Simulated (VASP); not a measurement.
# GaAs (zincblende type) (F-43m) in VASP: notebook

The runs below take GaAs (zincblende type) through single point, with LDA.

Everything below comes from runs of VASP 6.6.1. Logs are shortened: lines on timing, memory, paths and dates and some standing lists are left out, and cuts for length are marked.

## (1) The cell of the first run

It takes space group F-43m (No. 216, cubic). Conventional cell: a = 4.829 Å, b = 4.829 Å, c = 4.829 Å, α = 90.00°, β = 90.00°, γ = 90.00°. Ga (site symmetry -43m) has 4 As at 2.09 Å within 2.8 Å. As (site symmetry -43m) has 4 Ga at 2.09 Å within 2.8 Å.

## (2) Single point, LDA (14.08 Å³/atom)

INCAR

```
  PREC = Accurate
  ENCUT = 520
  EDIFF = 1E-6
  ISMEAR = -1
  SIGMA = 0.08
  LREAL = F
  LASPH = T
  NELM = 80
  ALGO = Normal
  ISIF = 2
  LWAVE = F
  LCHARG = F
  NBANDS = 16
```

KPOINTS

```
Automatic mesh
0
Gamma
  13 13 13
```

POSCAR

```
GaAs
1.0
    0.0000000000      2.4144620405      2.4144620405
    2.4144620405      0.0000000000      2.4144620405
    2.4144620405      2.4144620405      0.0000000000
Ga As
1 1
Direct
    0.0000000000      0.0000000000      0.0000000000
    0.2500000000      0.2500000000      0.2500000000
```

Potentials or basis: VASP PAW LDA potentials, release 64 (Ga_d, As).

Started as:

```
> cat potpaw_LDA.64/Ga_d/POTCAR potpaw_LDA.64/As/POTCAR > POTCAR
> mpirun -np 1 vasp_std > vasp.out
```

OUTCAR:

```text
PREC = Accurate
   ENCUT = 520
   EDIFF = 1E-6
   ISMEAR = -1
   LREAL = F
   LASPH = T
   NELM = 80
   ISIF = 2

 ion  position               nearest neighbor table
   1  0.000  0.000  0.000-   2 2.09   2 2.09   2 2.09   2 2.09
   2  0.250  0.250  0.250-   1 2.09   1 2.09   1 2.09   1 2.09

  LATTYP: Found a face centered cubic cell.
 ALAT       =     4.8289240810

  Lattice vectors:

 A1 = (   0.0000000000,   2.4144620405,   2.4144620405)
 A2 = (   2.4144620405,   0.0000000000,   2.4144620405)
 A3 = (   2.4144620405,   2.4144620405,   0.0000000000)

Analysis of symmetry for initial positions (statically):
=====================================================================
 Subroutine PRICEL returns:
 Original cell was already a primitive cell.

 Routine SETGRP: Setting up the symmetry group for a
 face centered cubic supercell.

 Subroutine GETGRP returns: Found 24 space group operations
 (whereof 24 operations were pure point group operations)
 out of a pool of 48 trial point group operations.

The static configuration has the point symmetry T_d .

Analysis of symmetry for dynamics (positions and initial velocities):
=====================================================================
 Subroutine PRICEL returns:
 Original cell was already a primitive cell.

 Routine SETGRP: Setting up the symmetry group for a
 face centered cubic supercell.

 Subroutine GETGRP returns: Found 24 space group operations
 (whereof 24 operations were pure point group operations)
 out of a pool of 48 trial point group operations.

The dynamic configuration has the point symmetry T_d .

 Subroutine INISYM returns: Found 24 space group operations
 (whereof 24 operations are pure point group operations),
 and found     1 'primitive' translations

----------------------------------------------------------------------------------------

                                     Primitive cell

  volume of cell :      28.1508

  direct lattice vectors                    reciprocal lattice vectors
     0.000000000  2.414462041  2.414462041    -0.207085467  0.207085467  0.207085467
     2.414462041  0.000000000  2.414462041     0.207085467 -0.207085467  0.207085467
     2.414462041  2.414462041  0.000000000     0.207085467  0.207085467 -0.207085467

  length of vectors
     3.414564964  3.414564964  3.414564964     0.358682551  0.358682551  0.358682551

[... 79 lines left out ...]
   NELM   =     80;   NELMIN=  2; NELMDL= -5     # of ELM steps
   EDIFF  = 0.1E-05   stopping-criterion for ELM
   LREAL  =      F    real-space projection
   EDIFFG = 0.1E-04   stopping-criterion for IOM
   NSW    =      0    number of steps for IOM
   IBRION =     -1    ionic relax: 0-MD 1-quasi-New 2-CG
   NFREE  =      0    steps in history (QN), initial steepest desc. (CG)
   ISIF   =      2    stress and relaxation
   ISYM   =      2    0-nonsym 1-usesym 2-fastsym
   POTIM  = 0.5000    time-step for ionic-motion
   TEBEG  =    0.0;   TEEND  =   0.0 temperature during run
   PSTRESS=    0.0 pullay stress
   NELECT =      18.0000    total number of electrons
   NUPDOWN=      -1.0000    fix difference up-down
   EMIN   =  10.00;   EMAX   =-10.00  energy-range for DOS
   EFERMI =   0.00;   METHOD = LEGACY
   ISMEAR =    -1;   SIGMA  =   0.08  broadening in eV -4-tet -1-fermi 0-gaus
   EFERMI_NEDOS =   21; number of points for ismear=-14 and -15
   IALGO  =     38    algorithm
   IMIX   =      4    mixing-type and parameters
     AMIX     =   0.40;   BMIX     =  1.00
     AMIX_MAG =   1.60;   BMIX_MAG =  1.00
  volume/ion in A,a.u.               =      14.08        94.99
  Fermi-wavevector in a.u.,A,eV,Ry     =   1.410377  2.665226 27.064218  1.989164
  Thomas-Fermi vector in A             =   2.532337
   LORBIT       =      0    0 simple, 1 ext, 2 COOP (PROOUT), +10 PAW based schemes
   GGA     = CA    functional components
   LHFCALC =     F    Hartree Fock is set to
   AEXX    =    0.0000 exact exchange contribution
   IVDW    =     0    specifies the selected vdW correction
   LEPSILON=     F    determine dielectric tensor
   LRPA    =     F    only Hartree local field effects (RPA)
 non-spin polarized calculation
  energy-cutoff  :      520.00
  volume of cell :       28.15
 maximum number of plane-waves:       770
 NGX is ok and might be reduce to    28
   NGX = 13   NGY = 13   NGZ = 13

 number of electron      17.9999991 magnetization

 Free energy of the ion-electron system (eV)
  ---------------------------------------------------
  ext. energy  EPLUGINS =         0.00000000
  ---------------------------------------------------
  free energy    TOTEN  =        -6.58323290 eV

  energy without entropy =       -6.58201351  energy(sigma->0) =       -6.58262321

 E-fermi :   9.7924     XC(G=0): -12.1797

 val. band max:        9.7696830526   @ k =   0.0000   0.0000   0.0000
 cond. band min:       9.8427305524   @ k =   0.4615   0.4615   0.0000
 fundamental gap:      0.0730474998
 Fermi energy:         9.7923780824

 k-point     1 :       0.0000    0.0000    0.0000
  band No.  band energies     occupation
      1      -7.6301      2.00000
      2      -7.0813      2.00000
      3      -7.0813      2.00000
      4      -7.0813      2.00000
      5      -6.7956      2.00000
      6      -6.7956      2.00000
[... 433 lines left out ...]
      3      -6.9770      2.00000
      4      -6.8255      2.00000
      5      -6.7739      2.00000
      6      -4.1060      2.00000
[... 8 lines left out ...]
     15      24.2879      0.00000
     16      24.5681      0.00000

 [... further k-points ...]

------------------------ aborting loop because EDIFF is reached ----------------------------------------

  FORCE on cell =-STRESS in cart. coord.  units (eV):
  Direction    XX          YY          ZZ          XY          YZ          ZX
  --------------------------------------------------------------------------------------
  -------------------------------------------------------------------------------------
  Total       16.1232054     16.1232054     16.1232054      0.0000000      0.0000000     -0.0000000
  in kB      917.6368109    917.6368109    917.6368109      0.0000000      0.0000000     -0.0000000
  external PRESSURE =     917.6368109 kB  Pullay stress =       0.0000000 kB

 VOLUME and BASIS-vectors are now :
 -----------------------------------------------------------------------------
  energy-cutoff  :      520.00
  volume of cell :       28.15
      direct lattice vectors                 reciprocal lattice vectors
     0.000000000  2.414462041  2.414462041    -0.207085467  0.207085467  0.207085467
     2.414462041  0.000000000  2.414462041     0.207085467 -0.207085467  0.207085467
     2.414462041  2.414462041  0.000000000     0.207085467  0.207085467 -0.207085467

 POSITION                                       TOTAL-FORCE (eV/Angst)
 -----------------------------------------------------------------------------------
      0.00000      0.00000      0.00000        -0.000000     -0.000000     -0.000000
      1.20723      1.20723      1.20723         0.000000      0.000000      0.000000
 -----------------------------------------------------------------------------------
    total drift:                                0.000001      0.000001      0.000001

  FREE ENERGIE OF THE ION-ELECTRON SYSTEM (eV)
  ---------------------------------------------------
  free  energy   TOTEN  =        -6.5832329012 eV

  energy  without entropy=       -6.5820135113  energy(sigma->0) =       -6.58262321
```

Run time: 65 s. Hardware: 1 thread of Intel Xeon 8259CL, shared host; peak memory 0.17 GiB.

Results:

```
Free energy            : -6.5832 eV
Pressure               : 91.8 GPa
Band gap on the k mesh : 0.07 eV (least direct gap 3.47 eV)
```

Caveat: the cell stands under pressure; an odd mesh through Γ misses points on the zone boundary, where band edges can lie.

## (3) Single point, LDA (15.83 Å³/atom)

This run uses another cell than the first one, of 15.83 Å³/atom.

INCAR

```
SYSTEM = GaAs
ALGO = Normal
EDIFF = 1E-7
ENCUT = 520
ISIF = 2
ISMEAR = -1
LASPH = .TRUE.
LCHARG = .TRUE.
LELF = .TRUE.
LREAL = .FALSE.
LVHAR = .TRUE.
LWAVE = .FALSE.
NBANDS = 16
NELM = 80
PREC = Accurate
SIGMA = 0.08
```

KPOINTS

```
k-points
0
G
  13 13 13
  0 0 0
```

POSCAR

```
GaAs
1.0
    0.0000000000      2.5111417159      2.5111417159
    2.5111417159      0.0000000000      2.5111417159
    2.5111417159      2.5111417159      0.0000000000
Ga As
1 1
Direct
    0.0000000000      0.0000000000      0.0000000000
    0.2500000000      0.2500000000      0.2500000000
```

Potentials or basis: VASP PAW LDA potentials, release 64 (Ga_d, As).

Started as:

```
> cat potpaw_LDA.64/Ga_d/POTCAR potpaw_LDA.64/As/POTCAR > POTCAR
> mpirun -np 1 vasp_std > vasp.out
```

Run time: 73 s. Hardware: 1 thread of Intel Xeon 8259CL, shared host; peak memory 0.17 GiB.

The run converged. Its results:

- Free energy: -8.1309 eV
- Pressure: 52.4 GPa
- Band gap on the k mesh: 0.47 eV (least direct gap 3.23 eV)

Levels at points of the mesh, in eV from the valence-band top:
| k point | band 6 | band 7 | band 8 | band 9 | band 10 | band 11 | band 12 | band 13 |
| --- | --- | --- | --- | --- | --- | --- | --- | --- |
| (0.00, 0.00, 0.00) | -15.91 | 0.00 | 0.00 | 0.00 | 3.23 | 3.60 | 3.60 | 3.60 |

Caveat: the cell stands under pressure; an odd mesh through Γ misses points on the zone boundary, where band edges can lie.

## (4) Single point, LDA (17.59 Å³/atom)

This run uses another cell than the first one, of 17.59 Å³/atom.

INCAR

```
SYSTEM = GaAs
PREC = Accurate ; ENCUT = 520
EDIFF = 1E-7 ; ISMEAR = -1
SIGMA = 0.08 ; LREAL = .FALSE.
LASPH = .TRUE. ; NELM = 80
ALGO = Normal ; ISIF = 2
LWAVE = .FALSE. ; LCHARG = .FALSE.
GGA = CA ; NBANDS = 16
```

KPOINTS

```
regular mesh
0
G
  13 13 13
  0 0 0
```

POSCAR

```
GaAs
1.0
    0.0000000000      2.6009003889      2.6009003889
    2.6009003889      0.0000000000      2.6009003889
    2.6009003889      2.6009003889      0.0000000000
Ga As
1 1
Direct
    0.0000000000      0.0000000000      0.0000000000
    0.2500000000      0.2500000000      0.2500000000
```

Started as:

```
> cat potpaw_LDA.64/Ga_d/POTCAR potpaw_LDA.64/As/POTCAR > POTCAR
> mpirun -np 1 vasp_std > vasp.out
```

Wall time 71 s (1 thread of Intel Xeon 8259CL, shared host); peak memory 0.17 GiB.

Results (log left out):

| Item | Value |
| --- | --- |
| Free energy | -8.9971 eV |
| Pressure | 28.3 GPa |
| Band gap on the k mesh | 0.78 eV (least direct gap 2.35 eV) |

Levels at points of the mesh, in eV from the valence-band top:
```csv
k point,band 7,band 8,band 9,band 10,band 11,band 12
"(0.00, 0.00, 0.00)",0.00,0.00,0.00,2.35,3.66,3.66
```

Caveat: the cell stands under pressure; an odd mesh through Γ misses points on the zone boundary, where band edges can lie.

(Continued in part 2 of 2.)
